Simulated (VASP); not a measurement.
# CdS (Hawleyite) (F-43m) in VASP: notebook, part 2 of 2

VASP 6.6.1.

## Step 3: Single point, revPBE+D3(BJ)

INCAR reads:

```
PREC = Accurate
ENCUT = 520
EDIFF = 1E-7
ISMEAR = -1
SIGMA = 0.05
LREAL = False
LASPH = True
NELM = 100
ALGO = Normal
ISIF = 2
LWAVE = False
LCHARG = False
GGA = RE
IVDW = 12
NBANDS = 16
```

KPOINTS reads:

```
Automatic mesh
0
Gamma
  8 8 8
```

POSCAR reads:

```
CdS
1.0
    0.0000000000      2.9358151324      2.9358151324
    2.9358151324      0.0000000000      2.9358151324
    2.9358151324      2.9358151324      0.0000000000
Cd S
1 1
Direct
    0.0000000000      0.0000000000      0.0000000000
    0.7500000000      0.7500000000      0.7500000000
```

Potentials or basis: VASP PAW PBE potentials, release 64 (Cd, S).

The run is started by

```bash
cat potpaw_PBE.64/Cd/POTCAR potpaw_PBE.64/S/POTCAR > POTCAR
mpirun -np 1 vasp_std > vasp.out
```

OUTCAR:

```text
PREC = Accurate
   ENCUT = 520
   EDIFF = 1E-7
   ISMEAR = -1
   LREAL = False
   LASPH = True
   NELM = 100
   ISIF = 2
   GGA = RE
   IVDW = 12
 IVDW          = 12

 ion  position               nearest neighbor table
   1  0.000  0.000  0.000-   2 2.54   2 2.54   2 2.54   2 2.54
   2  0.750  0.750  0.750-   1 2.54   1 2.54   1 2.54   1 2.54

  LATTYP: Found a face centered cubic cell.
 ALAT       =     5.8716302648

  Lattice vectors:

 A1 = (   0.0000000000,   2.9358151324,   2.9358151324)
 A2 = (   2.9358151324,   0.0000000000,   2.9358151324)
 A3 = (   2.9358151324,   2.9358151324,   0.0000000000)

Analysis of symmetry for initial positions (statically):
=====================================================================
 Subroutine PRICEL returns:
 Original cell was already a primitive cell.

 Routine SETGRP: Setting up the symmetry group for a
 face centered cubic supercell.

 Subroutine GETGRP returns: Found 24 space group operations
 (whereof 24 operations were pure point group operations)
 out of a pool of 48 trial point group operations.

The static configuration has the point symmetry T_d .

Analysis of symmetry for dynamics (positions and initial velocities):
=====================================================================
 Subroutine PRICEL returns:
 Original cell was already a primitive cell.

 Routine SETGRP: Setting up the symmetry group for a
 face centered cubic supercell.

 Subroutine GETGRP returns: Found 24 space group operations
 (whereof 24 operations were pure point group operations)
 out of a pool of 48 trial point group operations.

The dynamic configuration has the point symmetry T_d .

 Subroutine INISYM returns: Found 24 space group operations
 (whereof 24 operations are pure point group operations),
 and found     1 'primitive' translations

----------------------------------------------------------------------------------------
[... 110 lines left out ...]
   IALGO  =     38    algorithm
   IMIX   =      4    mixing-type and parameters
     AMIX     =   0.40;   BMIX     =  1.00
     AMIX_MAG =   1.60;   BMIX_MAG =  1.00
  volume/ion in A,a.u.               =      25.30       170.76
  Fermi-wavevector in a.u.,A,eV,Ry     =   1.159917  2.191926 18.305384  1.345408
  Thomas-Fermi vector in A             =   2.296505
   LORBIT       =      0    0 simple, 1 ext, 2 COOP (PROOUT), +10 PAW based schemes
   GGA     = RE    functional components
   LHFCALC =     F    Hartree Fock is set to
   AEXX    =    0.0000 exact exchange contribution
   IVDW    =    12    specifies the selected vdW correction
   LEPSILON=     F    determine dielectric tensor
   LRPA    =     F    only Hartree local field effects (RPA)
 non-spin polarized calculation
  energy-cutoff  :      520.00
  volume of cell :       50.61
 maximum number of plane-waves:      1380
   NGX = 15   NGY = 15   NGZ = 15

 number of electron      18.0000005 magnetization

 Free energy of the ion-electron system (eV)
  ---------------------------------------------------
  ext. energy  EPLUGINS =         0.00000000
  ---------------------------------------------------
  free energy    TOTEN  =        -5.55810026 eV

  energy without entropy =       -5.55810021  energy(sigma->0) =       -5.55810023

 E-fermi :   1.8969     XC(G=0):  -8.8699

 val. band max:        1.2353526057   @ k =   0.0000   0.0000   0.0000
 cond. band min:       2.4780870749   @ k =   0.0000   0.0000   0.0000
 fundamental gap:      1.2427344691
 Fermi energy:         1.8968878120

 k-point     1 :       0.0000    0.0000    0.0000
  band No.  band energies     occupation
      1     -10.9966      2.00000
      2      -6.4231      2.00000
      3      -6.4231      2.00000
      4      -6.4231      2.00000
      5      -5.9723      2.00000
      6      -5.9723      2.00000
[... 433 lines left out ...]
      3      -6.2322      2.00000
      4      -5.9942      2.00000
      5      -5.9465      2.00000
      6      -5.4993      2.00000
[... 8 lines left out ...]
     15      13.5676      0.00000
     16      14.3608      0.00000

 [... further k-points ...]

------------------------ aborting loop because EDIFF is reached ----------------------------------------

 Edisp (eV)   -1.15503

 E8    (eV) :    -0.7824

  FORCE on cell =-STRESS in cart. coord.  units (eV):
  Direction    XX          YY          ZZ          XY          YZ          ZX
  --------------------------------------------------------------------------------------
  -------------------------------------------------------------------------------------
  Total      -0.23376    -0.23376    -0.23376     0.00000    -0.00000    -0.00000
  in kB      -7.40046    -7.40046    -7.40046     0.00000    -0.00000    -0.00000
  external pressure =       -7.40 kB  Pullay stress =        0.00 kB

 VOLUME and BASIS-vectors are now :
 -----------------------------------------------------------------------------
  energy-cutoff  :      520.00
  volume of cell :       50.61
      direct lattice vectors                 reciprocal lattice vectors
     0.000000000  2.935815132  2.935815132    -0.170310451  0.170310451  0.170310451
     2.935815132  0.000000000  2.935815132     0.170310451 -0.170310451  0.170310451
     2.935815132  2.935815132  0.000000000     0.170310451  0.170310451 -0.170310451

 POSITION                                       TOTAL-FORCE (eV/Angst)
 -----------------------------------------------------------------------------------
      0.00000      0.00000      0.00000         0.000000     -0.000000     -0.000000
      4.40372      4.40372      4.40372        -0.000000      0.000000      0.000000
 -----------------------------------------------------------------------------------
    total drift:                                0.000001      0.000001      0.000001

  FREE ENERGIE OF THE ION-ELECTRON SYSTEM (eV)
  ---------------------------------------------------
  free  energy   TOTEN  =        -6.7131339119 eV

  energy  without entropy=       -6.7131338631  energy(sigma->0) =       -6.71313389
```

OSZICAR:

```text
N       E                     dE             d eps       ncg     rms          rms(c)
DAV:   1     0.112443827271E+03    0.11244E+03   -0.90119E+03   944   0.103E+03
DAV:   2    -0.173770986365E+01   -0.11418E+03   -0.10833E+03  1152   0.257E+02
DAV:   3    -0.607179030441E+01   -0.43341E+01   -0.43277E+01  1152   0.522E+01
DAV:   4    -0.609922072907E+01   -0.27430E-01   -0.27428E-01  1200   0.402E+00
DAV:   5    -0.609960762085E+01   -0.38689E-03   -0.38689E-03  1128   0.446E-01    0.816E+00
DAV:   6    -0.557126343796E+01    0.52834E+00   -0.82831E-01  1408   0.110E+01    0.657E+00
DAV:   7    -0.555396667281E+01    0.17297E-01   -0.21244E-01  1080   0.313E+00    0.321E+00
DAV:   8    -0.555724161193E+01   -0.32749E-02   -0.19473E-02  1104   0.174E+00    0.347E-01
DAV:   9    -0.555761297434E+01   -0.37136E-03   -0.23279E-03  1096   0.675E-01    0.646E-02
DAV:  10    -0.555790466844E+01   -0.29169E-03   -0.34056E-04  1152   0.173E-01    0.749E-02
DAV:  11    -0.555810608633E+01   -0.20142E-03   -0.39708E-04  1032   0.132E-01    0.298E-02
DAV:  12    -0.555809672242E+01    0.93639E-05   -0.27694E-05  1080   0.671E-02    0.128E-02
DAV:  13    -0.555810059395E+01   -0.38715E-05   -0.86149E-06  1072   0.160E-02    0.123E-02
DAV:  14    -0.555810026555E+01    0.32840E-06   -0.97661E-07  1264   0.659E-03    0.745E-03
DAV:  15    -0.555810025647E+01    0.90786E-08   -0.99578E-08   960   0.219E-03
   1 F= -.67131339E+01 E0= -.67131339E+01  d E =-.487761E-07
```

It took 19 s on 1 thread of Intel Xeon Platinum 8375C at 2.90GHz (Ice Lake), shared host; peak memory 0.19 GiB.

Results:

```yaml
Free_energy: -6.7131 eV
Pressure: -0.7 GPa
Band_gap_on_the_k_mesh: 1.24 eV, direct
Dispersion_energy_per_atom: -0.578 eV
```

Caveat: the PAW data sets were made with another functional, which shifts forces and pressure a little.

## Step 4: Single point, BLYP+D4

INCAR reads:

```
AGGAC = 1.0
AGGAX = 1.0
ALDAC = 0.0
ALDAX = 1.0
ALGO = Normal
EDIFF = 1E-6
ENCUT = 520
GGA = B5
ISIF = 2
ISMEAR = -1
IVDW = 13
LASPH = True
LCHARG = False
LREAL = False
LWAVE = False
NBANDS = 16
NELM = 100
PREC = Accurate
SIGMA = 0.05
VDW_A1 = 0.44488865
VDW_A2 = 4.0933009
VDW_S6 = 1.0
VDW_S8 = 2.34076671
```

KPOINTS reads:

```
k-points
0
Gamma
  8 8 8
```

POSCAR is that of step 3.

Potentials or basis: VASP PAW PBE potentials, release 64 (Cd, S).

The run is started by

```bash
cat potpaw_PBE.64/Cd/POTCAR potpaw_PBE.64/S/POTCAR > POTCAR
mpirun -np 1 vasp_std > vasp.out
```

OUTCAR:

```text
EDIFF = 1E-6
   ENCUT = 520
   GGA = B5
   ISIF = 2
   ISMEAR = -1
   IVDW = 13
   LASPH = True
   LREAL = False
   NELM = 100
   PREC = Accurate

 ion  position               nearest neighbor table
   1  0.000  0.000  0.000-   2 2.54   2 2.54   2 2.54   2 2.54
   2  0.750  0.750  0.750-   1 2.54   1 2.54   1 2.54   1 2.54

  LATTYP: Found a face centered cubic cell.
 ALAT       =     5.8716302648

  Lattice vectors:

 A1 = (   0.0000000000,   2.9358151324,   2.9358151324)
[... 642 lines left out ...]

  DFT-D4 for vdW energy calculation

  Edisp (eV):   -1.14850

  FORCE on cell =-STRESS in cart. coord.  units (eV):
  Direction    XX          YY          ZZ          XY          YZ          ZX
  --------------------------------------------------------------------------------------
  -------------------------------------------------------------------------------------
  Total       0.27279     0.27279     0.27279    -0.00000    -0.00000     0.00000
  in kB       8.63627     8.63627     8.63627    -0.00000    -0.00000     0.00000
  external pressure =        8.64 kB  Pullay stress =        0.00 kB

 VOLUME and BASIS-vectors are now :
 -----------------------------------------------------------------------------
  energy-cutoff  :      520.00
  volume of cell :       50.61
      direct lattice vectors                 reciprocal lattice vectors
     0.000000000  2.935815132  2.935815132    -0.170310451  0.170310451  0.170310451
     2.935815132  0.000000000  2.935815132     0.170310451 -0.170310451  0.170310451
     2.935815132  2.935815132  0.000000000     0.170310451  0.170310451 -0.170310451

 POSITION                                       TOTAL-FORCE (eV/Angst)
 -----------------------------------------------------------------------------------
      0.00000      0.00000      0.00000        -0.000000     -0.000000     -0.000000
      4.40372      4.40372      4.40372         0.000000      0.000000      0.000000
 -----------------------------------------------------------------------------------
    total drift:                               -0.000000     -0.000000     -0.000000

  FREE ENERGIE OF THE ION-ELECTRON SYSTEM (eV)
  ---------------------------------------------------
  free  energy   TOTEN  =        -6.2956199518 eV

  energy  without entropy=       -6.2956197168  energy(sigma->0) =       -6.29561983
```

OSZICAR:

```text
N       E                     dE             d eps       ncg     rms          rms(c)
DAV:   1     0.113840369997E+03    0.11384E+03   -0.89991E+03   944   0.103E+03
DAV:   2    -0.133940766353E+01   -0.11518E+03   -0.10913E+03  1152   0.257E+02
DAV:   3    -0.579772486851E+01   -0.44583E+01   -0.44512E+01  1144   0.527E+01
DAV:   4    -0.582705754933E+01   -0.29333E-01   -0.29329E-01  1208   0.416E+00
DAV:   5    -0.582747070299E+01   -0.41315E-03   -0.41315E-03  1136   0.464E-01    0.720E+00
DAV:   6    -0.516216248669E+01    0.66531E+00   -0.11435E+00  1416   0.133E+01    0.593E+00
DAV:   7    -0.514741994289E+01    0.14743E-01   -0.21624E-01  1104   0.318E+00    0.335E+00
DAV:   8    -0.514733415536E+01    0.85788E-04   -0.17676E-02  1080   0.168E+00    0.308E-01
DAV:   9    -0.514699810776E+01    0.33605E-03   -0.19226E-03  1184   0.638E-01    0.813E-02
DAV:  10    -0.514708838522E+01   -0.90277E-04   -0.24022E-04  1160   0.136E-01    0.641E-02
DAV:  11    -0.514712040322E+01   -0.32018E-04   -0.47399E-05  1064   0.714E-02    0.135E-02
DAV:  12    -0.514711533237E+01    0.50709E-05   -0.14881E-05  1216   0.466E-02    0.690E-03
DAV:  13    -0.514711540114E+01   -0.68776E-07   -0.13307E-06  1024   0.771E-03
   1 F= -.62956200E+01 E0= -.62956198E+01  d E =-.235064E-06
```

It took 29 s on 1 thread of Intel Xeon Platinum 8375C at 2.90GHz (Ice Lake), shared host; peak memory 0.18 GiB.

What came out:

```
Free energy                : -6.2956 eV
Pressure                   : 0.9 GPa
Band gap on the k mesh     : 1.07 eV, direct
Dispersion energy per atom : -0.574 eV
```

Caveat: the PAW data sets were made with another functional, which shifts forces and pressure a little. Expect the measured gap to be larger: semilocal functionals such as BLYP lack the derivative discontinuity.

## Step 5: Single point, RPBE

This run uses another cell than the first one, of 25.80 Å³/atom, 1.020 times its volume.

INCAR reads:

```
ALGO = Normal
EDIFF = 1E-7
ENCUT = 520
GGA = RP
ISIF = 2
ISMEAR = -1
LASPH = T
LCHARG = F
LREAL = F
LWAVE = F
NBANDS = 16
NELM = 80
PREC = Accurate
SIGMA = 0.05
```

KPOINTS is that of step 4.

POSCAR reads:

```
CdS
1.0
    0.0000000000      2.9548794012      2.9548794012
    2.9548794012      0.0000000000      2.9548794012
    2.9548794012      2.9548794012      0.0000000000
Cd S
1 1
Direct
    0.0000000000      0.0000000000      0.0000000000
    0.7500000000      0.7500000000      0.7500000000
```

The run is started by

```bash
cat potpaw_PBE.64/Cd/POTCAR potpaw_PBE.64/S/POTCAR > POTCAR
mpirun -np 1 vasp_std > vasp.out
```

Run time: 22 s. Hardware: 1 thread of Intel Xeon Platinum 8375C at 2.90GHz (Ice Lake), shared host; peak memory 0.18 GiB.

The run converged. Its results:

```yaml
Free_energy: -5.5030 eV
Pressure: 2.9 GPa
Band_gap_on_the_k_mesh: 1.25 eV, direct
```

Levels at points of the mesh, in eV from the valence-band top:
```tsv
k point	band 5	band 6	band 7	band 8	band 9	band 10	band 11	band 12	band 13	band 14
(0.00, 0.00, 0.00)	-7.17	-7.17	0.00	0.00	0.00	1.25	6.63	6.63	6.63	11.42
(0.50, 0.00, 0.00)	-7.14	-6.82	-4.11	-0.69	-0.69	3.09	7.10	7.10	7.57	11.24
(0.50, 0.50, 0.00)	-7.09	-6.76	-3.74	-1.72	-1.72	3.81	4.40	9.29	10.68	10.68
```

Caveat: the PAW data sets were made with another functional, which shifts forces and pressure a little.

## Step 6: Overview

| level | cell | gap on the mesh (eV) | pressure (GPa) |
| --- | --- | --- | --- |
| RPBE | a = 4.152 Å, angles 60.0°, 2 atoms | 1.29 | 4.1 |
| revPBE+D3(BJ) | a = 4.152 Å, angles 60.0°, 2 atoms | 1.24 | -0.7 |
| BLYP+D4 | a = 4.152 Å, angles 60.0°, 2 atoms | 1.07 | 0.9 |
| RPBE | a = 4.179 Å, angles 60.0°, 2 atoms | 1.25 | 2.9 |

Alike in all rows: task single point; potentials or basis VASP PAW PBE potentials, release 64 (Cd, S); no spin polarisation; k mesh 8 × 8 × 8; cutoff (eV) 520; smearing fermi-dirac 0.05 eV.

On the cell as given the gap runs from 1.07 eV (BLYP+D4) to 1.29 eV (RPBE). The pressure there spans -0.7 GPa (revPBE+D3(BJ)) to 4.1 GPa (RPBE); a positive pressure means that this level wants a larger cell, a negative one a smaller.

Caveats: the PAW data sets were made with another functional, which shifts forces and pressure a little.

Absolute energies hang on the potentials; compare differences alone.
